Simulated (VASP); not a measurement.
Input of a VASP 6.6.1 run:

Contents of INCAR:

```
SYSTEM = MgO
PREC     = Accurate       ! precision mode
ENCUT    = 600            ! plane-wave cutoff, eV
EDIFF    = 1E-6           ! SCF threshold, eV
ISMEAR   = 0              ! smearing method
SIGMA    = 0.05           ! smearing width, eV
LREAL    = .False.        ! projectors in reciprocal space
LASPH    = .True.         ! aspherical terms in the spheres
NELM     = 120            ! most SCF steps
ALGO     = Normal         ! electronic algorithm
ISIF     = 2              ! what is computed and relaxed
LWAVE    = .False.        ! write WAVECAR
LCHARG   = .False.        ! write CHGCAR
GGA      = PS             ! functional
NBANDS   = 11             ! bands
GGA_COMPAT= .False.
```

The input KPOINTS:

```
regular mesh
0
Gamma
  14 14 14
  0 0 0
```

The input POSCAR:

```
MgO
1.0
    2.6437304260      0.0000000000      0.0000000000
    0.0000000000      2.6437304260      0.0000000000
    0.0000000000      0.0000000000      2.6437304260
Mg O
1 1
Direct
    0.0000000000      0.0000000000      0.0000000000
    0.5000000000      0.5000000000      0.5000000000
```

Potentials or basis: VASP PAW PBE potentials, release 64 (Mg, O).

Launch:

```bash
$ cat potpaw_PBE.64/Mg/POTCAR potpaw_PBE.64/O/POTCAR > POTCAR
$ mpirun -np 1 vasp_std > vasp.out
```

Q: Predict the band gap on the k mesh.

A: 2.36 eV, indirect (least direct gap 3.37 eV).

Q: What does it give for the pressure?

A: -2.4 GPa.

Caveat: the PAW data sets were made with another functional, which shifts forces and pressure a little. A k mesh can miss the band edges.
